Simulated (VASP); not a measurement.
Set up this calculation in VASP 6.6.1, as the native input.

```yaml
Task: single point
Functional: PBEsol
Potentials_or_basis: VASP PAW PBE potentials, release 64 (Al)
Cutoff: 520 eV
k_mesh: 5 × 5 × 5
Occupations: fermi-dirac, width 0.1 eV
Spin: no spin polarisation
Dipole_correction: no
Further_INCAR_settings: ALGO = Normal; EDIFF = 1e-07; NBANDS = 22
```

The structure of Al lies in POSCAR:

```
Al
1.0
    5.1021510852      0.0000000000      0.0000000000
    0.0000000000      5.1021510852      0.0000000000
    0.0000000000      0.0000000000      5.1021510852
Al
8
Direct
    0.0000000000      0.0000000000      0.0000000000
    0.5000000000      0.5000000000      0.5000000000
    0.2500000000      0.0000000000      0.5000000000
    0.7500000000      0.0000000000      0.5000000000
    0.5000000000      0.2500000000      0.0000000000
    0.5000000000      0.7500000000      0.0000000000
    0.0000000000      0.5000000000      0.2500000000
    0.0000000000      0.5000000000      0.7500000000
```

The input as run:

INCAR

```
SYSTEM = Al
PREC = Accurate
ENCUT = 520
EDIFF = 1E-7
ISMEAR = -1
SIGMA = 0.1
LREAL = .False.
LASPH = .True.
NELM = 100
ALGO = Normal
ISIF = 2
LWAVE = .False.
LCHARG = .False.
GGA = PS
NBANDS = 22
```

KPOINTS

```
Automatic mesh
0
Gamma
  5 5 5
  0 0 0
```

Potentials or basis: VASP PAW PBE potentials, release 64 (Al).

Command:

```bash
$ cat potpaw_PBE.64/Al/POTCAR > POTCAR
$ mpirun -np 1 vasp_std > vasp.out
```

Results of the run:

- Pressure: 0.1 GPa
- Band gap on the k mesh: zero (band 12 reaches 9.89 eV, above the bottom of band 13 at 7.33 eV)

Caveat: the PAW data sets were made with another functional, which shifts forces and pressure a little.

Run time: 50 s on 1 thread of Intel Xeon 8259CL, with other jobs on the host, peak memory 0.23 GiB.
